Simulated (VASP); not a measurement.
Crystal: Se.

```xyz
4
Lattice="3.6398 0.0000 0.0000 -1.8199 3.1521 0.0000 0.0000 0.0000 9.9132" Properties=species:S:1:pos:R:3 pbc="T T T"
Se    0.0000    0.0000    2.4783
Se    0.0000    0.0000    7.4349
Se    0.0000    2.1014    7.4349
Se    1.8199    1.0507    2.4783
```

```yaml
Program: VASP 6.6.1
Task: relaxation of cell and atoms
Functional: r2SCAN
Potentials_or_basis: VASP PAW PBE potentials, release 64 (Se)
Cutoff: 600 eV
k_mesh: 6 × 6 × 2
Occupations: gaussian, width 0.1 eV
Spin: no spin polarisation
```

At the start: pressure 48.1 GPa; volume 28.43 Å³/atom.

Problem. Where does the relaxation end?

Solution. Over 24 steps the energy falls by 2209.6 meV/atom and the volume is 25.19 Å³/atom (-11.4 %); space group P6_3/mmc (No. 194, to 0.05 Å).

The path:
```
step  energy change (eV)  largest force (eV/Å)  pressure (GPa)  volume (Å³)
   1              0.0000                0.0000           48.08       113.74
   2             -2.2943                0.0000           -4.81       296.94
   3             -8.0212                0.0000           -2.61       178.20
   4             -8.1185                0.0000           -1.53       172.91
   5             -8.1552                0.0000            0.02       166.91
   6             -8.1551                0.0000           -0.31       168.08
   7             -8.1574                0.0000           -0.04       166.38
   8             -8.1577                0.0000            0.07       165.65
   9             -8.1594                0.0000            0.07       165.01
  10             -8.1647                0.0000            0.06       163.10
  11             -8.1764                0.0000            0.05       159.28
  12             -8.2034                0.0000            0.03       151.63
  13             -8.2658                0.0000            0.11       136.35
  14             -8.5224                0.0000            1.03       105.80
  15             78.0523                0.0000          657.66        44.72
  16             -8.5629                0.0000            1.24       104.60
  17             -7.8787                0.0000           14.49        83.73
  18             -8.6773                0.0000            2.16       100.72
  19             -8.6895                0.0000            6.07        92.04
  20             -8.7435                0.0000            3.46        96.88
  21             -8.7479                0.0000            4.06        95.51
  22             -8.8124                0.0000            2.08        97.87
  23             -8.8368                0.0000           -0.51       101.44
  24             -8.8384                0.0000           -0.06       100.75
```

Final structure:
```xyz
4
Lattice="4.5269 0.0000 0.0000 -2.2634 3.9204 0.0000 0.0000 0.0000 5.6768" Properties=species:S:1:pos:R:3 pbc="T T T"
Se    0.0000    0.0000    1.4192
Se    0.0000    0.0000    4.2576
Se    0.0000    2.6136    4.2576
Se    2.2634    1.3068    1.4192
```

Caveat: the PAW data sets were made with another functional, which shifts forces and pressure a little.
